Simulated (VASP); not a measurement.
A run of VASP 6.6.1 is set up as follows.

INCAR

```
PREC = Accurate
ENCUT = 500
EDIFF = 1E-6
ISMEAR = 0
SIGMA = 0.05
LREAL = F
LASPH = T
NELM = 120
ALGO = Normal
ISIF = 2
LWAVE = F
LCHARG = F
GGA = PE
IVDW = 12
NBANDS = 35
GGA_COMPAT = F
```

Contents of KPOINTS:

```
regular mesh
0
Gamma
  12 12 2
```

POSCAR

```
Te2Mo
1.0
    3.4964011497      0.0000000000      0.0000000000
   -1.7482005748      3.0279722174      0.0000000000
    0.0000000000      0.0000000000     13.7008448353
Te Mo
4 2
Direct
    0.3333333333      0.6666666667      0.6173401526
    0.6666666667      0.3333333333      0.1173401526
    0.3333333333      0.6666666667      0.8826598474
    0.6666666667      0.3333333333      0.3826598474
    0.4405864728      0.6666666667      0.2500000000
    0.7739198061      0.3333333333      0.7500000000
```

Potentials or basis: VASP PAW PBE potentials, release 64 (Te, Mo_sv).

The run is started by

```sh
$ cat potpaw_PBE.64/Te/POTCAR potpaw_PBE.64/Mo_sv/POTCAR > POTCAR
$ mpirun -np 1 vasp_std > vasp.out
```

Q: Estimate the largest force.

A: 4.879 eV/Å.

Q: Estimate the band gap on the k mesh.

A: Zero (bands 26 and 27 overlap by 0.05 eV).

Stress tensor (GPa, compression positive):
```
1.79 0.00 0.00
0.00 2.65 0.00
0.00 0.00 9.09
```

Caveat: the cell differs from its parent crystal (all Mo atoms moved +0.375 Å, as atom 5 along Cartesian [1 0 0]); the stress differs along the axes, from 2 to 9 GPa; spin-orbit coupling is left out, which moves the levels of the heavy elements; forces of over 1 eV/Å act on the atoms, so gaps and moduli don't describe the material at rest.
